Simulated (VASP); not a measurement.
AlN, 4 atoms in the cell. It takes space group P6_3/mmc (No. 194, hexagonal). The conventional cell has a = 3.357 Å, b = 3.357 Å, c = 4.075 Å, α = 90.00°, β = 90.00°, γ = 120.00°. Within 2.6 Å of Al (site symmetry -6m2) lie 5 N at 1.94 to 2.04 Å. N (site symmetry -6m2) has 5 Al at 1.94 to 2.04 Å within 2.6 Å.  This cell differs from its parent crystal: ratio of the length along z to the lengths across it x 0.96, volume and fractional coordinates fixed.

- Program: VASP 6.6.1
- Task: single point
- Functional: LDA
- Potentials or basis: VASP PAW LDA potentials, release 64 (Al, N)
- Cutoff: 600 eV
- k mesh: 9 × 9 × 6
- Occupations: gaussian, width 0.05 eV
- Spin: no spin polarisation
- Dipole correction: no
- Further INCAR settings: ALGO = Normal; EDIFF = 1e-06; NBANDS = 16

Potentials or basis: VASP PAW LDA potentials, release 64 (Al, N).

Launch:

```bash
$ cat potpaw_LDA.64/Al/POTCAR potpaw_LDA.64/N/POTCAR > POTCAR
$ mpirun -np 1 vasp_std > vasp.out
```

Hardware: 1 thread of Intel Xeon 8259CL, with other jobs on the host.

Question: Estimate the wall time of this run.

Answer: Run time: 55 s on 1 thread of Intel Xeon 8259CL, with other jobs on the host, peak memory 0.16 GiB. Counts: scf iterations 13, k points 48.
